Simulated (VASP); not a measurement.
Write the native input for VASP 6.6.1 that does the following.

| Item | Value |
| --- | --- |
| Task | single point |
| Functional | PBE |
| Potentials or basis | VASP PAW PBE potentials, release 64 (Ga_d, Bi_d, Se) |
| Cutoff | 520 eV |
| k mesh | 8 × 6 × 6 |
| Occupations | gaussian, width 0.02 eV |
| Spin | no spin polarisation |
| Dipole correction | no |
| Further INCAR settings | ALGO = Normal; EDIFF = 1e-06; NBANDS = 31 |

The structure of GaBiSe3 lies in POSCAR:

```
GaBiSe3
1.0
    4.0900899758      0.0263406660      0.0073308047
   -0.0403477534      6.4335115786     -0.0724972699
   -0.0032365098     -1.1721542160      6.3322411254
Ga Bi Se
1 1 3
Direct
    0.5018482904      0.3505030494      0.4404919523
    1.0020666345      0.1795955275      0.8468746406
    0.5022557599      0.0040345680      0.5256812919
    0.5020492132      0.4464353003      0.1015533325
    0.0017841320      0.5194335448      0.6453957226
```

The cell was generated, and may not be a known phase.

One way to write it, as run:

INCAR

```
ALGO = Normal
EDIFF = 1E-6
ENCUT = 520
GGA = PE
ISIF = 2
ISMEAR = 0
LASPH = True
LCHARG = False
LREAL = False
LWAVE = False
NBANDS = 31
NELM = 100
PREC = Accurate
SIGMA = 0.02
```

KPOINTS

```
k-points
0
Gamma
  8 6 6
```

Potentials or basis: VASP PAW PBE potentials, release 64 (Ga_d, Bi_d, Se).

Launch:

```console
$ cat potpaw_PBE.64/Ga_d/POTCAR potpaw_PBE.64/Bi_d/POTCAR potpaw_PBE.64/Se/POTCAR > POTCAR
$ mpirun -np 1 vasp_std > vasp.out
```

It gave:

The pressure is 0.1 GPa, the largest force is 0.020 eV/Å and the band gap on the k mesh is 1.20 eV (least direct gap 1.56 eV).

Caveat: spin-orbit coupling is left out, which moves the levels of the heavy elements.

Wall time 12 min on 1 thread of Intel Xeon 8259CL, on a shared host, peak memory 0.8 GiB.
